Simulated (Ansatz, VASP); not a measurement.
**One calculation of SrTl, two programs**

```
CELL_PARAMETERS angstrom
4.11264 0.00000 0.00000
0.00000 4.11264 0.00000
0.00000 0.00000 4.03200
ATOMIC_POSITIONS crystal
Sr 0.00000 0.00000 0.00000
Tl 0.50000 0.50000 0.50000
```

Change from the starting cell: equal xx and yy strain of +2 %, PAW files.

Alike in both runs: task electric field gradients; functional LDA; k mesh 8 × 8 × 8; occupations fermi-dirac, width 0.05 eV; no spin polarisation.

|  | VASP | Ansatz |
| --- | --- | --- |
| version | VASP 6.6.1 | Ansatz 0.2.0 |
| potentials or method | VASP PAW LDA potentials, release 64 (Sr_sv, Tl_d) | PAW with Ansatz's default frozen-core files, scalar-relativistic |
| plane-wave cutoff (eV) | 520 | 420 |
| valence electrons in the cell | 23 | 23 |

```csv
,VASP,Ansatz,Ansatz less VASP
pressure (GPa),-2.7,-2.8,-0.06
"traceless stress, the component that is largest in VASP (GPa)",0.21,0.22,+0.004
size of Vzz on the site where it differs most (V/Å²),2.8,2.9,+0.09
```

LDA's correlation is that of Perdew and Zunger in VASP and of Perdew and Wang (1992) in Ansatz.

Neither program's run includes spin-orbit coupling.
